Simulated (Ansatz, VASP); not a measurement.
This is a calculation of As for VASP 6.6.1.

Contents of INCAR:

```
PREC = Accurate
ENCUT = 510
EDIFF = 1E-6
ISMEAR = -1
SIGMA = 0.05
LREAL = False
LASPH = True
NELM = 120
ALGO = Normal
ISIF = 2
LWAVE = False
LCHARG = False
GGA = PS
NBANDS = 14
GGA_COMPAT = False
```

Contents of KPOINTS:

```
regular mesh
0
Gamma
  8 8 8
```

File POSCAR:

```
As
1.0
    2.6496081095      0.0000000000      0.0000000000
    0.0000000000      2.6496081095      0.0000000000
    0.0000000000      0.0000000000      2.7036817444
As
1
Direct
    0.5000000000      0.5000000000      0.5000000000
```

Potentials or basis: VASP PAW PBE potentials, release 64 (As_d).

The run is started by

```bash
$ cat potpaw_PBE.64/As_d/POTCAR > POTCAR
$ mpirun -np 1 vasp_std > vasp.out
```

Task: Set up the same calculation for Ansatz 0.2.0. Potentials there: Ansatz PAW.

Result: As run (the cutoff follows the program's own potentials):

The input input.yaml:

```yaml
crystal:
  lattice:
    - [2.6496081095, 0.0, 0.0]
    - [0.0, 2.6496081095, 0.0]
    - [0.0, 0.0, 2.7036817444]
  atoms:
    - { symbol: As, position: [0.5, 0.5, 0.5] }
hamiltonian:
  xc: pbesol
  pseudopotentials: { kind: paw }
kpoints:
  mp_grid: { grid: [8, 8, 8] }
scf:
  occupations: { method: fermi_dirac, width: 0.05 }
output:
  forces: true
  stress: true
  eigenvalues: true
```

Potentials or basis: Ansatz PAW.

Launch:

```sh
$ ansatz run input.yaml --threads 2 --pin off --max-ram 5632MiB --backend cpu --events-out ev --progress --plain --runs-dir out
```

Both were run:

|  | VASP | Ansatz | Ansatz less VASP |
| --- | --- | --- | --- |
| gap on the k mesh at the Fermi level (eV) | none | none | - |
| pressure (GPa) | 3.7 | 3.4 | -0.28 |
| traceless stress, the component that is largest in VASP (GPa) | -1.30 | -1.31 | -0.008 |

VASP's potentials were made for PBE, not for PBEsol. A gap of «none» marks a metal or a gap that the smearing closes. The functional is the same, so the differences come from potentials, cutoffs and numerics.
